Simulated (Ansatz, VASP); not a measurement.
# AlO2 in VASP and in Ansatz

```
CELL_PARAMETERS angstrom
1.61072 -2.78463 0.00000
1.61072 2.78463 0.00000
0.00000 0.00000 4.73749
ATOMIC_POSITIONS crystal
Al 0.50000 0.50000 0.50000
O 0.50000 0.50000 0.85695
O 0.50000 0.50000 0.14305
```

Alike in both runs: functional PBE; k mesh 16 × 16 × 10; occupations gaussian, width 0.1 eV; no spin polarisation.

Ansatz relaxed the structure, and its values are those at the end. VASP's run is a single point on that final structure, the one shown.

|  | VASP | Ansatz |
| --- | --- | --- |
| version | VASP 6.6.1 | Ansatz 0.2.0 |
| potentials or method | VASP PAW PBE potentials, release 64 (Al, O), cutoff 520 eV | scalar-relativistic, plane waves, PAW |
| valence electrons in the cell | 15 | 15 |

|  | VASP | Ansatz | Ansatz less VASP |
| --- | --- | --- | --- |
| gap on the k mesh at the Fermi level (eV) | none | none | - |
| pressure (GPa) | 0.3 | 0.0 | -0.30 |
| rms of the force components (eV/Å) | 0.104 | 0.001 | -0.1029 |

A gap of «none» marks a metal or a gap that the smearing closes.
